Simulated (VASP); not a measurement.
CaS: single point with PBE

CaS:

```
CELL_PARAMETERS angstrom
0.00000 2.88991 2.88991
2.88991 0.00000 2.88991
2.88991 2.88991 0.00000
ATOMIC_POSITIONS crystal
Ca 0.00000 0.00000 0.00000
S 0.50000 0.50000 0.50000
```

* Program: VASP 6.6.1
* Task: single point
* Functional: PBE
* Potentials or basis: VASP PAW PBE potentials, release 64 (Ca_sv, S)
* Cutoff: 500 eV
* k mesh: 2 × 2 × 2
* Occupations: fermi-dirac, width 0.25852 eV
* Spin: collinear spin, zero start
* Starting moments: [0.0, 0.0] μB
* Dipole correction: no
* Further INCAR settings: ALGO = Normal; EDIFF = 1e-06; NBANDS = 19

```yaml
Pressure: 0.9 GPa
Band_gap_on_the_k_mesh: 2.27 eV (least direct gap 3.07 eV)
Net_moment: 0.00 μB per cell
Valence_electrons_inside_the_program's_atomic_spheres: Ca 8.10; S 3.81
```

Levels at points of the mesh, in eV from the valence-band top:
Spin up:
```csv
k point,band 5,band 6,band 7,band 8,band 9,band 10,band 11,band 12
"(0.00, 0.00, 0.00)",-11.16,0.00,0.00,0.00,3.80,3.95,3.95,3.95
"(0.50, 0.00, 0.00)",-10.43,-3.01,-1.12,-1.12,5.02,5.70,5.80,5.80
"(0.50, 0.50, 0.00)",-10.57,-2.24,-0.80,-0.80,2.27,5.27,5.64,6.31
```
Spin down:
| k point | band 5 | band 6 | band 7 | band 8 | band 9 | band 10 | band 11 | band 12 |
| --- | --- | --- | --- | --- | --- | --- | --- | --- |
| (0.00, 0.00, 0.00) | -11.16 | 0.00 | 0.00 | 0.00 | 3.80 | 3.95 | 3.95 | 3.95 |
| (0.50, 0.00, 0.00) | -10.43 | -3.01 | -1.12 | -1.12 | 5.02 | 5.70 | 5.80 | 5.80 |
| (0.50, 0.50, 0.00) | -10.57 | -2.24 | -0.80 | -0.80 | 2.27 | 5.27 | 5.64 | 6.31 |

Run time: 8.7 s on 1 thread of Intel(R) Xeon(R) Platinum 8375C CPU @ 2.90GHz (Ice Lake), on a shared host, peak memory 0.18 GiB.

Caveat: the k points lie up to 0.94 Å⁻¹ apart; so wide a smearing shifts energies and pressures. A k mesh can miss the band edges.
